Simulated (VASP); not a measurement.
# CuO (P4/nmm) in VASP: further runs, part 2 of 2

VASP 6.6.1.

## 5. Single point, PBE

This run uses another cell than the first one, of 11.72 Å³/atom, 1.064 times its volume.

The input, INCAR:

```
SYSTEM = CuO
ALGO     = Normal         ! electronic algorithm
EDIFF    = 1E-6           ! SCF threshold, eV
ENCUT    = 520            ! plane-wave cutoff, eV
GGA      = PE             ! functional
ISIF     = 2              ! what is computed and relaxed
ISMEAR   = -1             ! smearing method
LASPH    = .TRUE.         ! aspherical terms in the spheres
LCHARG   = .FALSE.        ! write CHGCAR
LREAL    = .FALSE.        ! projectors in reciprocal space
LWAVE    = .FALSE.        ! write WAVECAR
NBANDS   = 25             ! bands
NELM     = 100            ! most SCF steps
PREC     = Accurate       ! precision mode
SIGMA    = 0.05           ! smearing width, eV
```

The input, KPOINTS:

```
k-points
0
G
  8 8 6
  0 0 0
```

The input, POSCAR:

```
CuO
1.0
    3.1754955000      0.0000000000      0.0000000000
    0.0000000000      3.1754955000      0.0000000000
    0.0000000000      0.0000000000      4.6495318700
Cu O
2 2
Direct
    0.0000000000      0.0000000000      0.0000000000
    0.5000000000      0.5000000000      0.0000000000
    0.5000000000      0.0000000000      0.2670000000
    0.0000000000      0.5000000000      0.7330000000
```

Potentials or basis: VASP PAW PBE potentials, release 64 (Cu, O).

Command:

```bash
cat potpaw_PBE.64/Cu/POTCAR potpaw_PBE.64/O/POTCAR > POTCAR
mpirun -np 1 vasp_std > vasp.out
```

OUTCAR:

```text
SYSTEM = CuO
   EDIFF = 1E-6
   ENCUT = 520
   GGA = PE
   ISIF = 2
   ISMEAR = -1
   LASPH = .TRUE.
   LREAL = .FALSE.
   NELM = 100
   PREC = Accurate

 ion  position               nearest neighbor table
   1  0.000  0.000  0.000-   3 2.02   4 2.02   4 2.02   3 2.02   2 2.25   2 2.25   2 2.25   2 2.25

   2  0.500  0.500  0.000-   3 2.02   4 2.02   3 2.02   4 2.02   1 2.25   1 2.25   1 2.25   1 2.25

   3  0.500  0.000  0.267-   1 2.02   2 2.02   2 2.02   1 2.02
   4  0.000  0.500  0.733-   1 2.02   2 2.02   1 2.02   2 2.02

  LATTYP: Found a simple tetragonal cell.
 ALAT       =     3.1754955000
 C/A-ratio  =     1.4641909806

  Lattice vectors:

 A1 = (   3.1754955000,   0.0000000000,   0.0000000000)
 A2 = (   0.0000000000,   3.1754955000,   0.0000000000)
 A3 = (   0.0000000000,   0.0000000000,   4.6495318700)

Analysis of symmetry for initial positions (statically):
=====================================================================
 Subroutine PRICEL returns:
 Original cell was already a primitive cell.

 Routine SETGRP: Setting up the symmetry group for a
 simple tetragonal supercell.

 Subroutine GETGRP returns: Found 16 space group operations
 (whereof  8 operations were pure point group operations)
[... 166 lines left out ...]
  free energy    TOTEN  =       -16.13290600 eV

  energy without entropy =      -16.07630004  energy(sigma->0) =      -16.10460302

 E-fermi :   3.1015     XC(G=0): -10.7387

 val. band max:        3.0969116295   @ k =   0.5000   0.0000   0.0000
 cond. band min:       3.1066157568   @ k =   0.5000   0.0000   0.1667
 fundamental gap:      0.0097041273
 Fermi energy:         3.1014623074

 k-point     1 :       0.0000    0.0000    0.0000
  band No.  band energies     occupation
      1     -15.4154      2.00000
      2     -14.6053      2.00000
      3      -3.2813      2.00000
      4      -2.2980      2.00000
      5      -1.7993      2.00000
      6      -1.7993      2.00000
[... 661 lines left out ...]
     24      16.2606      0.00000
     25      17.6442      0.00000

 [... further k-points ...]
[... 5 lines left out ...]
  --------------------------------------------------------------------------------------
  -------------------------------------------------------------------------------------
  Total        8.8147029      8.8147029     -2.2751111      0.0000000      0.0000000      0.0000000
  in kB      301.2215434    301.2215434    -77.7465205      0.0000000      0.0000000      0.0000000
  external PRESSURE =     174.8988554 kB  Pullay stress =       0.0000000 kB

 VOLUME and BASIS-vectors are now :
 -----------------------------------------------------------------------------
  energy-cutoff  :      520.00
  volume of cell :       46.88
      direct lattice vectors                 reciprocal lattice vectors
     3.175495500  0.000000000  0.000000000     0.314911484  0.000000000  0.000000000
     0.000000000  3.175495500  0.000000000     0.000000000  0.314911484  0.000000000
     0.000000000  0.000000000  4.649531870     0.000000000  0.000000000  0.215075416

 POSITION                                       TOTAL-FORCE (eV/Angst)
 -----------------------------------------------------------------------------------
      0.00000      0.00000      0.00000         0.000000      0.000000     -0.000000
      1.58775      1.58775      0.00000         0.000000     -0.000000     -0.000000
      1.58775      0.00000      1.24143        -0.000000     -0.000000     -0.818408
      0.00000      1.58775      3.40811         0.000000     -0.000000      0.818408
 -----------------------------------------------------------------------------------
    total drift:                                0.000000     -0.000000     -0.000000

  FREE ENERGIE OF THE ION-ELECTRON SYSTEM (eV)
  ---------------------------------------------------
  free  energy   TOTEN  =       -16.1329060039 eV

  energy  without entropy=      -16.0763000401  energy(sigma->0) =      -16.10460302
```

OSZICAR:

```text
N       E                     dE             d eps       ncg     rms          rms(c)
DAV:   1     0.308769215624E+03    0.30877E+03   -0.16544E+04  3160   0.208E+03
DAV:   2     0.172396911564E+02   -0.29153E+03   -0.27055E+03  3087   0.398E+02
DAV:   3    -0.214666356224E+02   -0.38706E+02   -0.36212E+02  3651   0.158E+02
DAV:   4    -0.229888121032E+02   -0.15222E+01   -0.15099E+01  3620   0.340E+01
DAV:   5    -0.230221651251E+02   -0.33353E-01   -0.33339E-01  3714   0.479E+00    0.192E+01
DAV:   6    -0.239837770507E+02   -0.96161E+00   -0.48807E+01  4496   0.199E+02    0.182E+01
DAV:   7    -0.160593036482E+02    0.79245E+01   -0.14875E+01  3840   0.121E+02    0.331E+00
DAV:   8    -0.162147186227E+02   -0.15541E+00   -0.20966E+00  3180   0.109E+01    0.242E+00
DAV:   9    -0.161581092353E+02    0.56609E-01   -0.83623E-02  4212   0.596E+00    0.158E+00
DAV:  10    -0.161415407742E+02    0.16568E-01   -0.19013E-02  4630   0.249E+00    0.936E-01
DAV:  11    -0.161347855004E+02    0.67553E-02   -0.61764E-03  4852   0.191E+00    0.511E-01
DAV:  12    -0.161337307260E+02    0.10548E-02   -0.53491E-03  4617   0.854E-01    0.291E-01
DAV:  13    -0.161328895503E+02    0.84118E-03   -0.11809E-03  4723   0.115E+00    0.921E-02
DAV:  14    -0.161329059245E+02   -0.16374E-04   -0.71049E-04  4156   0.227E-01    0.105E-02
DAV:  15    -0.161329092266E+02   -0.33021E-05   -0.22054E-05  4737   0.131E-01    0.199E-02
DAV:  16    -0.161329061691E+02    0.30575E-05   -0.70845E-06  4193   0.672E-02    0.507E-03
DAV:  17    -0.161329060039E+02    0.16520E-06   -0.12352E-06  2071   0.110E-02
   1 F= -.16132906E+02 E0= -.16104603E+02  d E =-.566060E-01
```

Run time: 26 s. Hardware: 1 thread of Intel Xeon 6975P-C (Granite Rapids), shared host; peak memory 0.19 GiB.

Results:

| Quantity | Value |
| --- | --- |
| Free energy | -16.1329 eV |
| Pressure | 17.5 GPa |
| Largest force | 0.818 eV/Å |
| Band gap on the k mesh | zero (band 17 reaches 3.54 eV, above the bottom of band 18 at 2.69 eV) |

Forces in eV/Å, atoms in the order of the input:
```
Cu   0.000  0.000  0.000
Cu   0.000  0.000  0.000
O    0.000  0.000 -0.818
O    0.000  0.000  0.818
```

Stress tensor (GPa, compression positive):
```
30.12  0.00  0.00
 0.00 30.12  0.00
 0.00  0.00 -7.77
```

Caveat: semilocal functionals often make such compounds metallic where correlation or magnetic order opens a gap, which also shifts bond lengths.

## 6. Single point, PBE

This run uses another cell than the first one, of 11.96 Å³/atom, 1.085 times its volume.

The input, INCAR:

```
SYSTEM = CuO
PREC = Accurate
ENCUT = 520
EDIFF = 1E-6
ISMEAR = -1
SIGMA = 0.05
LREAL = .FALSE.
LASPH = .TRUE.
NELM = 80
ALGO = Normal
ISIF = 2
LWAVE = .FALSE.
LCHARG = .FALSE.
GGA = PE
NBANDS = 25
```

The input, KPOINTS:

```
regular mesh
0
G
  8 8 6
  0 0 0
```

The input, POSCAR:

```
CuO
1.0
    3.1965258844      0.0000000000      0.0000000000
    0.0000000000      3.1965258844      0.0000000000
    0.0000000000      0.0000000000      4.6803243692
Cu O
2 2
Direct
    0.0000000000      0.0000000000      0.0000000000
    0.5000000000      0.5000000000      0.0000000000
    0.5000000000      0.0000000000      0.2670000000
    0.0000000000      0.5000000000      0.7330000000
```

Potentials or basis: VASP PAW PBE potentials, release 64 (Cu, O).

Command:

```bash
cat potpaw_PBE.64/Cu/POTCAR potpaw_PBE.64/O/POTCAR > POTCAR
mpirun -np 1 vasp_std > vasp.out
```

OUTCAR:

```text
SYSTEM = CuO
   PREC = Accurate
   ENCUT = 520
   EDIFF = 1E-6
   ISMEAR = -1
   LREAL = .FALSE.
   LASPH = .TRUE.
   NELM = 80
   ISIF = 2
   GGA = PE

 ion  position               nearest neighbor table
   1  0.000  0.000  0.000-   3 2.03   4 2.03   4 2.03   3 2.03   2 2.26   2 2.26   2 2.26   2 2.26

   2  0.500  0.500  0.000-   3 2.03   4 2.03   3 2.03   4 2.03   1 2.26   1 2.26   1 2.26   1 2.26

   3  0.500  0.000  0.267-   1 2.03   2 2.03   2 2.03   1 2.03
   4  0.000  0.500  0.733-   1 2.03   2 2.03   1 2.03   2 2.03

  LATTYP: Found a simple tetragonal cell.
[... 874 lines left out ...]
  --------------------------------------------------------------------------------------
  -------------------------------------------------------------------------------------
  Total        7.6927637      7.6927637     -2.9169935      0.0000000      0.0000000     -0.0000000
  in kB      257.7273856    257.7273856    -97.7267912      0.0000000      0.0000000     -0.0000000
  external PRESSURE =     139.2426600 kB  Pullay stress =       0.0000000 kB

 VOLUME and BASIS-vectors are now :
 -----------------------------------------------------------------------------
  energy-cutoff  :      520.00
  volume of cell :       47.82
      direct lattice vectors                 reciprocal lattice vectors
     3.196525884  0.000000000  0.000000000     0.312839638  0.000000000  0.000000000
     0.000000000  3.196525884  0.000000000     0.000000000  0.312839638  0.000000000
     0.000000000  0.000000000  4.680324369     0.000000000  0.000000000  0.213660405

 POSITION                                       TOTAL-FORCE (eV/Angst)
 -----------------------------------------------------------------------------------
      0.00000      0.00000      0.00000         0.000000      0.000000     -0.000000
      1.59826      1.59826      0.00000         0.000000     -0.000000     -0.000000
      1.59826      0.00000      1.24965         0.000000      0.000000     -1.052088
      0.00000      1.59826      3.43068         0.000000      0.000000      1.052088
 -----------------------------------------------------------------------------------
    total drift:                                0.000000     -0.000000     -0.000000

  FREE ENERGIE OF THE ION-ELECTRON SYSTEM (eV)
  ---------------------------------------------------
  free  energy   TOTEN  =       -16.2257295487 eV

  energy  without entropy=      -16.1678874901  energy(sigma->0) =      -16.19680852
```

OSZICAR:

```text
N       E                     dE             d eps       ncg     rms          rms(c)
DAV:   1     0.303384672660E+03    0.30338E+03   -0.16732E+04  3208   0.206E+03
DAV:   2     0.168601183781E+02   -0.28652E+03   -0.26645E+03  3070   0.390E+02
DAV:   3    -0.216045054501E+02   -0.38465E+02   -0.35928E+02  3723   0.157E+02
DAV:   4    -0.231287331804E+02   -0.15242E+01   -0.15104E+01  3624   0.336E+01
DAV:   5    -0.231618128771E+02   -0.33080E-01   -0.33069E-01  3740   0.469E+00    0.193E+01
DAV:   6    -0.244173424535E+02   -0.12555E+01   -0.50250E+01  4475   0.199E+02    0.186E+01
DAV:   7    -0.161558447939E+02    0.82615E+01   -0.15296E+01  3854   0.119E+02    0.342E+00
DAV:   8    -0.163071955000E+02   -0.15135E+00   -0.21377E+00  3296   0.112E+01    0.244E+00
DAV:   9    -0.162512576671E+02    0.55938E-01   -0.84502E-02  4187   0.593E+00    0.160E+00
DAV:  10    -0.162332220039E+02    0.18036E-01   -0.22338E-02  4643   0.260E+00    0.888E-01
DAV:  11    -0.162272706771E+02    0.59513E-02   -0.61029E-03  4743   0.169E+00    0.472E-01
DAV:  12    -0.162263866911E+02    0.88399E-03   -0.44924E-03  4554   0.762E-01    0.257E-01
DAV:  13    -0.162257032316E+02    0.68346E-03   -0.96750E-04  4648   0.109E+00    0.771E-02
DAV:  14    -0.162257300335E+02   -0.26802E-04   -0.56401E-04  3520   0.180E-01    0.125E-02
DAV:  15    -0.162257325560E+02   -0.25225E-05   -0.29976E-05  4703   0.164E-01    0.187E-02
DAV:  16    -0.162257297540E+02    0.28019E-05   -0.67900E-06  4191   0.701E-02    0.614E-03
DAV:  17    -0.162257295487E+02    0.20537E-06   -0.10565E-06  1792   0.948E-03
   1 F= -.16225730E+02 E0= -.16196809E+02  d E =-.578421E-01
```

It took 26 s on 1 thread of Intel Xeon 6975P-C (Granite Rapids), shared host; peak memory 0.18 GiB.

What came out:

```
Free energy            : -16.2257 eV
Pressure               : 13.9 GPa
Largest force          : 1.052 eV/Å
Band gap on the k mesh : zero (band 17 reaches 3.31 eV, above the bottom of band 18 at 2.47 eV)
```

Forces on the atoms (eV/Å):
```
Cu   0.000  0.000  0.000
Cu   0.000  0.000  0.000
O    0.000  0.000 -1.052
O    0.000  0.000  1.052
```

Stress tensor (GPa, compression positive):
```
25.77  0.00  0.00
 0.00 25.77  0.00
 0.00  0.00 -9.77
```

Levels at points of the mesh, in eV from the Fermi level:
| k point | band 13 | band 14 | band 15 | band 16 | band 17 | band 18 | band 19 | band 20 | band 21 | band 22 |
| --- | --- | --- | --- | --- | --- | --- | --- | --- | --- | --- |
| (0.00, 0.00, 0.00) | -1.05 | -1.05 | -0.51 | -0.29 | 0.43 | 0.43 | 1.14 | 6.48 | 10.83 | 10.83 |
| (0.50, 0.00, 0.00) | -2.27 | -2.27 | -0.25 | -0.25 | 0.00 | 0.00 | 5.19 | 5.19 | 10.57 | 10.57 |
| (0.50, 0.50, 0.00) | -1.62 | -1.62 | -1.49 | -1.49 | -0.41 | -0.41 | 5.56 | 5.56 | 9.11 | 9.11 |
| (0.00, 0.00, 0.50) | -0.94 | -0.94 | -0.71 | -0.51 | 0.25 | 0.25 | 2.71 | 5.63 | 10.82 | 10.82 |
| (0.50, 0.00, 0.50) | -2.30 | -2.30 | 0.03 | 0.03 | 0.09 | 0.09 | 5.02 | 5.02 | 9.68 | 9.68 |
| (0.50, 0.50, 0.50) | -1.72 | -1.72 | -1.62 | -1.62 | -0.30 | -0.30 | 6.45 | 6.45 | 9.11 | 9.11 |

Caveat: semilocal functionals often make such compounds metallic where correlation or magnetic order opens a gap, which also shifts bond lengths; forces of over 1 eV/Å act on the atoms, so gaps and moduli don't describe the material at rest. With open d or f shells a metallic result of PBE can be an artefact of self-interaction; +U or a hybrid may open a gap.

## 7. Summary

| cell | gap on the mesh (eV) | pressure (GPa) | largest force (eV/Å) |
| --- | --- | --- | --- |
| a = 3.111, b = 3.111, c = 4.555 Å, 4 atoms | none | 30.6 | 0.02 |
| a = 3.133, b = 3.133, c = 4.587 Å, 4 atoms | none | 25.7 | 0.29 |
| a = 3.154, b = 3.154, c = 4.618 Å, 4 atoms | none | 21.4 | 0.56 |
| a = 3.175, b = 3.175, c = 4.650 Å, 4 atoms | none | 17.5 | 0.82 |
| a = 3.197, b = 3.197, c = 4.680 Å, 4 atoms | none | 13.9 | 1.05 |

Alike in all rows: task single point; level PBE; potentials or basis VASP PAW PBE potentials, release 64 (Cu, O); no spin polarisation; k mesh 8 × 8 × 6; cutoff (eV) 520; smearing fermi-dirac 0.05 eV.

Caveats: semilocal functionals often make such compounds metallic where correlation or magnetic order opens a gap, which also shifts bond lengths; forces of over 1 eV/Å act on the atoms, so gaps and moduli don't describe the material at rest (some runs).

Total energies depend on the potentials used, so only differences within one code and one set of settings carry meaning.
